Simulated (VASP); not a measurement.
A run of VASP 6.6.1:

The input INCAR:

```
ALGO = Normal ; EDIFF = 1E-6
ENCUT = 520 ; GGA = PE
ISIF = 2 ; ISMEAR = 0
LASPH = True ; LCHARG = False
LREAL = False ; LWAVE = False
NBANDS = 25 ; NELM = 100
PREC = Accurate ; SIGMA = 0.1
```

Contents of KPOINTS:

```
k-points
0
Gamma
  4 4 6
```

POSCAR

```
Cs2CdSi
1.0
    7.1322388092      0.0000000000      0.0000000000
    0.0000000000      7.1322388092      0.0000000000
    0.0000000000      0.0000000000      3.5703483760
Cs Cd Si
2 1 1
Direct
    0.0000000000      0.5000000000      0.5000000000
    0.5000000000      0.0000000000      0.5000000000
    0.5000000000      0.5000000000      0.5000000000
    0.0000000000      0.0000000000      0.0000000000
```

Potentials or basis: VASP PAW PBE potentials, release 64 (Cs_sv, Cd, Si).

Command:

```console
$ cat potpaw_PBE.64/Cs_sv/POTCAR potpaw_PBE.64/Cd/POTCAR potpaw_PBE.64/Si/POTCAR > POTCAR
$ mpirun -np 1 vasp_std > vasp.out
```

Hardware: 1 thread of Oxide Virtual Turin-like Processor (shared host).

Task: Estimate the wall time of this run.

Result: It took 83 s on 1 thread of Oxide Virtual Turin-like Processor (shared host), peak memory 0.3 GiB. Counts: scf iterations 13, k points 24.
